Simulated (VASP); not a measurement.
# Cu in VASP: a series of runs

Cu is run at these levels: PBE; tasks: single point.

All numbers are computed with VASP 6.6.1; they aren't measurements. Logs are shortened: lines on timing, memory, paths and dates and some standing lists are left out, and cuts for length are marked.

## (1) The cell of the first run

The cell holds a slab with vacuum, 5 atoms: a = 2.567 Å, b = 2.567 Å, c = 23.259 Å, α = 90.00°, β = 90.00°, γ = 90.00°.

## (2) Single point, PBE

The input, INCAR:

```
ALGO = Normal
DIPOL = 0.5 0.5 0.500
EDIFF = 1E-7
ENCUT = 520
GGA = PE
IDIPOL = 3
ISIF = 2
ISMEAR = -1
LASPH = True
LCHARG = False
LDIPOL = True
LREAL = False
LWAVE = False
NBANDS = 36
NELM = 80
PREC = Accurate
SIGMA = 0.1
```

The input, KPOINTS:

```
k-points
0
Gamma
  14 14 1
```

The input, POSCAR:

```
Cu
1.0
    2.5665139635      0.0000000000      0.0000000000
    0.0000000000      2.5665139635      0.0000000000
    0.0000000000      0.0000000000     23.2592000000
Cu
5
Direct
    0.0000000000      0.0000000000      0.3439499703
    0.5000000000      0.5000000000      0.4219749849
    0.0000000000      0.0000000000      0.5000000000
    0.5000000000      0.5000000000      0.5780250151
    0.0000000000      0.0000000000      0.6560500297
```

Potentials or basis: VASP PAW PBE potentials, release 64 (Cu).

Launch:

```sh
cat potpaw_PBE.64/Cu/POTCAR > POTCAR
mpirun -np 1 vasp_std > vasp.out
```

OUTCAR:

```text
EDIFF = 1E-7
   ENCUT = 520
   GGA = PE
   ISIF = 2
   ISMEAR = -1
   LASPH = True
   LREAL = False
   NELM = 80
   PREC = Accurate

 ion  position               nearest neighbor table
   1  0.000  0.000  0.344-   2 2.57   2 2.57   2 2.57   2 2.57
   2  0.500  0.500  0.422-   1 2.57   1 2.57   1 2.57   1 2.57   3 2.57   3 2.57   3 2.57   3 2.57

   3  0.000  0.000  0.500-   2 2.57   4 2.57   2 2.57   4 2.57   2 2.57   4 2.57   2 2.57   4 2.57

   4  0.500  0.500  0.578-   5 2.57   5 2.57   5 2.57   5 2.57   3 2.57   3 2.57   3 2.57   3 2.57

   5  0.000  0.000  0.656-   4 2.57   4 2.57   4 2.57   4 2.57

  LATTYP: Found a simple tetragonal cell.
 ALAT       =     2.5665139635
 C/A-ratio  =     9.0625651490

  Lattice vectors:

 A1 = (   2.5665139635,   0.0000000000,   0.0000000000)
 A2 = (   0.0000000000,   2.5665139635,   0.0000000000)
 A3 = (   0.0000000000,   0.0000000000,  23.2592000000)

Analysis of symmetry for initial positions (statically):
=====================================================================
 Subroutine PRICEL returns:
 Original cell was already a primitive cell.

 Routine SETGRP: Setting up the symmetry group for a
 simple tetragonal supercell.

 Subroutine GETGRP returns: Found 16 space group operations
 (whereof 16 operations were pure point group operations)
 out of a pool of 16 trial point group operations.

The static configuration has the point symmetry D_4h.

Analysis of symmetry for dynamics (positions and initial velocities):
=====================================================================
 Subroutine PRICEL returns:
 Original cell was already a primitive cell.

 Routine SETGRP: Setting up the symmetry group for a
 simple tetragonal supercell.

 Subroutine GETGRP returns: Found 16 space group operations
 (whereof 16 operations were pure point group operations)
 out of a pool of 16 trial point group operations.

The dynamic configuration has the point symmetry D_4h.

 Subroutine INISYM returns: Found 16 space group operations
 (whereof 16 operations are pure point group operations),
 and found     1 'primitive' translations

----------------------------------------------------------------------------------------

                                     Primitive cell

  volume of cell :     153.2082

  direct lattice vectors                    reciprocal lattice vectors
     2.566513963  0.000000000  0.000000000     0.389633571  0.000000000  0.000000000
     0.000000000  2.566513963  0.000000000     0.000000000  0.389633571  0.000000000
     0.000000000  0.000000000 23.259200000     0.000000000  0.000000000  0.042993740

  length of vectors
     2.566513963  2.566513963 23.259200000     0.389633571  0.389633571  0.042993740

  position of ions in fractional coordinates (direct lattice)
     0.000000000  0.000000000  0.343949970
     0.500000000  0.500000000  0.421974985
     0.000000000  0.000000000  0.500000000
     0.500000000  0.500000000  0.578025015
     0.000000000  0.000000000  0.656050030

  ion indices of the primitive-cell ions
   primitive index   ion index
                 1           1
                 2           2
                 3           3
                 4           4
                 5           5

----------------------------------------------------------------------------------------

 KPOINTS: k-points

Automatic generation of k-mesh.
 Grid dimensions read from file:
 generate k-points for:   14   14    1

 Generating k-lattice:

  Cartesian coordinates                     Fractional coordinates (reciprocal lattice)
     0.027830969  0.000000000  0.000000000     0.071428571  0.000000000  0.000000000
     0.000000000  0.027830969  0.000000000     0.000000000  0.071428571  0.000000000
     0.000000000  0.000000000  0.042993740     0.000000000  0.000000000  1.000000000

  Length of vectors
     0.027830969  0.027830969  0.042993740

  Shift w.r.t. Gamma in fractional coordinates (k-lattice)
     0.000000000  0.000000000  0.000000000

 Subroutine IBZKPT returns following result:
 ===========================================

 Found     36 irreducible k-points:

 Following reciprocal coordinates:
            Coordinates               Weight
  0.000000  0.000000  0.000000      1.000000
  0.071429  0.000000  0.000000      4.000000
  0.142857  0.000000  0.000000      4.000000
  0.214286  0.000000  0.000000      4.000000
  0.285714  0.000000  0.000000      4.000000
  0.357143  0.000000  0.000000      4.000000
[... 16 lines left out ...]
  0.285714  0.214286  0.000000      8.000000
  0.357143  0.214286  0.000000      8.000000
 [... further k-points ...]
   k-points           NKPTS =     36   k-points in BZ     NKDIM =     36   number of bands    NBANDS=     36
   number of dos      NEDOS =    301   number of ions     NIONS =      5
   total plane-waves  NPLWV =  72000
   dimension x,y,z NGX =    20 NGY =   20 NGZ =  180
   dimension x,y,z NGXF=    40 NGYF=   40 NGZF=  360
   ions per type =               5
   NGX,Y,Z   is equivalent  to a cutoff of  12.95, 12.95, 12.87 a.u.
   NGXF,Y,Z  is equivalent  to a cutoff of  25.91, 25.91, 25.73 a.u.
 SYSTEM =  unknown system
   PREC   = accura    normal or accurate (medium, high low for compatibility)
   ISTART =      0    job   : 0-new  1-cont  2-samecut
   ICHARG =      2    charge: 1-file 2-atom 10-const
   ISPIN  =      1    spin polarized calculation?
   LNONCOLLINEAR =      F non collinear calculations
   LSORBIT =      F    spin-orbit coupling
   LASPH  =      T    aspherical Exc in radial PAW
   ENCUT  =  520.0 eV  38.22 Ry    6.18 a.u.   4.77  4.77 43.25*2*pi/ulx,y,z
   NELM   =     80;   NELMIN=  2; NELMDL= -5     # of ELM steps
   EDIFF  = 0.1E-06   stopping-criterion for ELM
   LREAL  =      F    real-space projection
   EDIFFG = 0.1E-05   stopping-criterion for IOM
   NSW    =      0    number of steps for IOM
   IBRION =     -1    ionic relax: 0-MD 1-quasi-New 2-CG
   NFREE  =      0    steps in history (QN), initial steepest desc. (CG)
   ISIF   =      2    stress and relaxation
   ISYM   =      2    0-nonsym 1-usesym 2-fastsym
   POTIM  = 0.5000    time-step for ionic-motion
   TEBEG  =    0.0;   TEEND  =   0.0 temperature during run
   PSTRESS=    0.0 pullay stress
   NELECT =      55.0000    total number of electrons
   NUPDOWN=      -1.0000    fix difference up-down
   EMIN   =  10.00;   EMAX   =-10.00  energy-range for DOS
   EFERMI =   0.00;   METHOD = LEGACY
   ISMEAR =    -1;   SIGMA  =   0.10  broadening in eV -4-tet -1-fermi 0-gaus
   EFERMI_NEDOS =   21; number of points for ismear=-14 and -15
   IALGO  =     38    algorithm
   IMIX   =      4    mixing-type and parameters
     AMIX     =   0.40;   BMIX     =  1.00
     AMIX_MAG =   1.60;   BMIX_MAG =  1.00
  volume/ion in A,a.u.               =      30.64       206.78
  Fermi-wavevector in a.u.,A,eV,Ry     =   1.163505  2.198706 18.418815  1.353745
  Thomas-Fermi vector in A             =   2.300054
   LORBIT       =      0    0 simple, 1 ext, 2 COOP (PROOUT), +10 PAW based schemes
   GGA     = PE    functional components
   LHFCALC =     F    Hartree Fock is set to
   AEXX    =    0.0000 exact exchange contribution
   IVDW    =     0    specifies the selected vdW correction
   LEPSILON=     F    determine dielectric tensor
   LRPA    =     F    only Hartree local field effects (RPA)
 non-spin polarized calculation
  energy-cutoff  :      520.00
  volume of cell :      153.21
 maximum number of plane-waves:      4174
 NGX is ok and might be reduce to    20
   NGX =  9   NGY =  9   NGZ = 87

 dipolmoment           0.000000      0.000000      0.000000 electrons x Angstroem

 number of electron      54.9999874 magnetization

 dipolmoment           0.000000      0.000000     -0.000000 electrons x Angstroem

 Free energy of the ion-electron system (eV)
  ---------------------------------------------------
  ext. energy  EPLUGINS =         0.00000000
  ---------------------------------------------------
  free energy    TOTEN  =       -17.46953921 eV

  energy without entropy =      -17.41154516  energy(sigma->0) =      -17.44054218

 E-fermi :   0.2191     XC(G=0):  -5.7604

 val. band max:        0.1939833124   @ k =   0.5000   0.1429   0.0000
 cond. band min:       0.2525388915   @ k =   0.5000   0.1429   0.0000
 fundamental gap:      0.0585555791
 Fermi energy:         0.2191390579

 k-point     1 :       0.0000    0.0000    0.0000
  band No.  band energies     occupation
      1      -8.6399      2.00000
      2      -7.4865      2.00000
      3      -5.8573      2.00000
      4      -4.5957      2.00000
      5      -4.4838      2.00000
      6      -4.0295      2.00000
[... 28 lines left out ...]
     35       6.9851      0.00000
     36       7.8790      0.00000

 k-point     2 :       0.0714    0.0000    0.0000
  band No.  band energies     occupation
      1      -8.5187      2.00000
      2      -7.3714      2.00000
      3      -5.7553      2.00000
      4      -4.5138      2.00000
      5      -4.4210      2.00000
      6      -3.9980      2.00000
[... 28 lines left out ...]
     35       7.1032      0.00000
     36       7.9732      0.00000

 k-point     3 :       0.1429    0.0000    0.0000
  band No.  band energies     occupation
      1      -8.1603      2.00000
      2      -7.0345      2.00000
      3      -5.4686      2.00000
      4      -4.2969      2.00000
      5      -4.2483      2.00000
      6      -3.9064      2.00000
[... 28 lines left out ...]
     35       7.4577      0.00000
     36       8.2534      0.00000
[... 742 lines left out ...]
 k-point    23 :       0.2857    0.2143    0.0000
  band No.  band energies     occupation
      1      -5.9123      2.00000
      2      -5.0216      2.00000
      3      -4.0856      2.00000
      4      -3.6676      2.00000
      5      -3.5367      2.00000
      6      -3.3976      2.00000
[... 28 lines left out ...]
     35       7.8152      0.00000
     36       8.2996      0.00000

 k-point    24 :       0.3571    0.2143    0.0000
  band No.  band energies     occupation
      1      -5.1908      2.00000
      2      -4.5176      2.00000
      3      -3.9915      2.00000
      4      -3.6835      2.00000
      5      -3.6818      2.00000
      6      -3.4523      2.00000
[... 28 lines left out ...]
     35       8.2626      0.00000
     36       8.7385      0.00000

 [... further k-points ...]

------------------------ aborting loop because EDIFF is reached ----------------------------------------

 vacuum level on the upper side and lower side of the slab       (xc-potential included)        -0.087        -0.087

  FORCE on cell =-STRESS in cart. coord.  units (eV):
  Direction    XX          YY          ZZ          XY          YZ          ZX
  --------------------------------------------------------------------------------------
  -------------------------------------------------------------------------------------
  Total       -1.3850434     -1.3850434     -0.5650077      0.0000000     -0.0000000     -0.0000000
  in kB      -14.4841142    -14.4841142     -5.9085773      0.0000000     -0.0000000     -0.0000000
  external PRESSURE =     -11.6256019 kB  Pullay stress =       0.0000000 kB

 VOLUME and BASIS-vectors are now :
 -----------------------------------------------------------------------------
  energy-cutoff  :      520.00
  volume of cell :      153.21
      direct lattice vectors                 reciprocal lattice vectors
     2.566513963  0.000000000  0.000000000     0.389633571  0.000000000  0.000000000
     0.000000000  2.566513963  0.000000000     0.000000000  0.389633571  0.000000000
     0.000000000  0.000000000 23.259200000     0.000000000  0.000000000  0.042993740

 POSITION                                       TOTAL-FORCE (eV/Angst)
 -----------------------------------------------------------------------------------
      0.00000      0.00000      8.00000         0.000000     -0.000000      0.184007
      1.28326      1.28326      9.81480        -0.000000      0.000000     -0.225617
      0.00000      0.00000     11.62960         0.000000     -0.000000      0.000000
      1.28326      1.28326     13.44440        -0.000000      0.000000      0.225617
      0.00000      0.00000     15.25920         0.000000     -0.000000     -0.184007
 -----------------------------------------------------------------------------------
    total drift:                               -0.000000      0.000000      0.000000

  FREE ENERGIE OF THE ION-ELECTRON SYSTEM (eV)
  ---------------------------------------------------
  free  energy   TOTEN  =       -17.4695392076 eV

  energy  without entropy=      -17.4115451568  energy(sigma->0) =      -17.44054218

 vacuum level on the upper side and lower side of the slab         4.630         4.630
```

It took 3.4 min on 1 thread of AMD EPYC 9R45 (Zen 5), shared host; peak memory 0.3 GiB.

Results:

* Free energy: -17.4695 eV
* Largest force: 0.226 eV/Å

Forces on the atoms (eV/Å):
```
Cu   0.000  0.000  0.184
Cu   0.000  0.000 -0.226
Cu   0.000  0.000  0.000
Cu   0.000  0.000  0.226
Cu   0.000  0.000 -0.184
```

## (3) Single point, PBE

The input, INCAR:

```
SYSTEM = Cu
ALGO = Normal
DIPOL = 0.5 0.5 0.500
EDIFF = 1E-6
ENCUT = 520
GGA = PE
IDIPOL = 3
ISIF = 2
ISMEAR = -1
LASPH = .TRUE.
LCHARG = .FALSE.
LDIPOL = .TRUE.
LREAL = .FALSE.
LWAVE = .FALSE.
NBANDS = 36
NELM = 100
PREC = Accurate
SIGMA = 0.1
```

The input, KPOINTS:

```
k-points
0
G
  14 14 1
  0 0 0
```

POSCAR is that of step 2.

Potentials or basis: VASP PAW PBE potentials, release 64 (Cu).

Launch:

```sh
cat potpaw_PBE.64/Cu/POTCAR > POTCAR
mpirun -np 1 vasp_std > vasp.out
```

OUTCAR:

```text
SYSTEM = Cu
   EDIFF = 1E-6
   ENCUT = 520
   GGA = PE
   ISIF = 2
   ISMEAR = -1
   LASPH = .TRUE.
   LREAL = .FALSE.
   NELM = 100
   PREC = Accurate

 ion  position               nearest neighbor table
   1  0.000  0.000  0.344-   2 2.57   2 2.57   2 2.57   2 2.57
   2  0.500  0.500  0.422-   1 2.57   1 2.57   1 2.57   1 2.57   3 2.57   3 2.57   3 2.57   3 2.57

   3  0.000  0.000  0.500-   2 2.57   4 2.57   2 2.57   4 2.57   2 2.57   4 2.57   2 2.57   4 2.57

   4  0.500  0.500  0.578-   5 2.57   5 2.57   5 2.57   5 2.57   3 2.57   3 2.57   3 2.57   3 2.57

   5  0.000  0.000  0.656-   4 2.57   4 2.57   4 2.57   4 2.57
[... 1147 lines left out ...]
  -------------------------------------------------------------------------------------
  Total       -1.3845435     -1.3845435     -0.5646141      0.0000000      0.0000000      0.0000000
  in kB      -14.4788861    -14.4788861     -5.9044608      0.0000000      0.0000000      0.0000000
  external PRESSURE =     -11.6207443 kB  Pullay stress =       0.0000000 kB

 VOLUME and BASIS-vectors are now :
 -----------------------------------------------------------------------------
  energy-cutoff  :      520.00
  volume of cell :      153.21
      direct lattice vectors                 reciprocal lattice vectors
     2.566513963  0.000000000  0.000000000     0.389633571  0.000000000  0.000000000
     0.000000000  2.566513963  0.000000000     0.000000000  0.389633571  0.000000000
     0.000000000  0.000000000 23.259200000     0.000000000  0.000000000  0.042993740

 POSITION                                       TOTAL-FORCE (eV/Angst)
 -----------------------------------------------------------------------------------
      0.00000      0.00000      8.00000        -0.000000     -0.000000      0.183993
      1.28326      1.28326      9.81480         0.000000      0.000000     -0.225644
      0.00000      0.00000     11.62960         0.000000      0.000000      0.000000
      1.28326      1.28326     13.44440         0.000000      0.000000      0.225644
      0.00000      0.00000     15.25920         0.000000      0.000000     -0.183993
 -----------------------------------------------------------------------------------
    total drift:                               -0.000000      0.000000      0.000000

  FREE ENERGIE OF THE ION-ELECTRON SYSTEM (eV)
  ---------------------------------------------------
  free  energy   TOTEN  =       -17.4695390663 eV

  energy  without entropy=      -17.4115450843  energy(sigma->0) =      -17.44054208

 vacuum level on the upper side and lower side of the slab         4.586         4.586
```

stdout:

```text
POSCAR found type information on POSCAR Cu
 POSCAR found :  1 types and       5 ions
 scaLAPACK will be used
 LDA part: xc-table for (Slater+PW92), standard interpolation
 POSCAR, INCAR and KPOINTS ok, starting setup
 FFT: planning ... GRIDC
 FFT: planning ... GRID_SOFT
 FFT: planning ... GRID
 WAVECAR not read
 entering main loop
```

It took 3 min on 1 thread of AMD EPYC 9R45 (Zen 5), shared host; peak memory 0.3 GiB.

Results:

- Free energy: -17.4695 eV
- Largest force: 0.226 eV/Å

Forces in eV/Å, atoms in the order of the input:
```
Cu   0.000  0.000  0.184
Cu   0.000  0.000 -0.226
Cu   0.000  0.000  0.000
Cu   0.000  0.000  0.226
Cu   0.000  0.000 -0.184
```
